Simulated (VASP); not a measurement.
Set up this calculation in VASP 6.6.1, as the native input.

```
Task                   : single point
Functional             : LDA
Potentials or basis    : VASP PAW LDA potentials, release 64 (Sn_d)
Cutoff                 : 520 eV
k mesh                 : 9 × 9 × 9
Occupations            : methfessel-paxton, width 0.03 eV
Spin                   : no spin polarisation
Dipole correction      : no
Further INCAR settings : ALGO = Normal; EDIFF = 1e-07; NBANDS = 21
```

The structure of Sn lies in POSCAR:

```
Sn
1.0
    0.0000000000      3.2380799619      3.2380799619
    3.2380799619      0.0000000000      3.2380799619
    3.2380799619      3.2380799619      0.0000000000
Sn
2
Direct
    0.5000000000      0.5000000000      0.5000000000
    0.7500000000      0.7500000000      0.7500000000
```

This isn't the form of Sn at room conditions, which is tetragonal (white tin).

These files were run (other wordings do the same):

INCAR

```
PREC = Accurate
ENCUT = 520
EDIFF = 1E-7
ISMEAR = 1
SIGMA = 0.03
LREAL = F
LASPH = T
NELM = 100
ALGO = Normal
ISIF = 2
LWAVE = F
LCHARG = F
NBANDS = 21
```

KPOINTS

```
Automatic mesh
0
Gamma
  9 9 9
```

Potentials or basis: VASP PAW LDA potentials, release 64 (Sn_d).

The run is started by

```bash
$ cat potpaw_LDA.64/Sn_d/POTCAR > POTCAR
$ mpirun -np 1 vasp_std > vasp.out
```

Results of the run:

```yaml
Pressure: -0.1 GPa
Band_gap_on_the_k_mesh: zero (bands 14 and 15 overlap by 0.16 eV)
```

Caveat: spin-orbit coupling is left out, which moves the levels of the heavy elements.

Run time: 33 s on 1 thread of Intel(R) Xeon(R) Platinum 8259CL CPU @ 2.50GHz (Skylake/Cascade Lake) (shared host), peak memory 0.19 GiB.
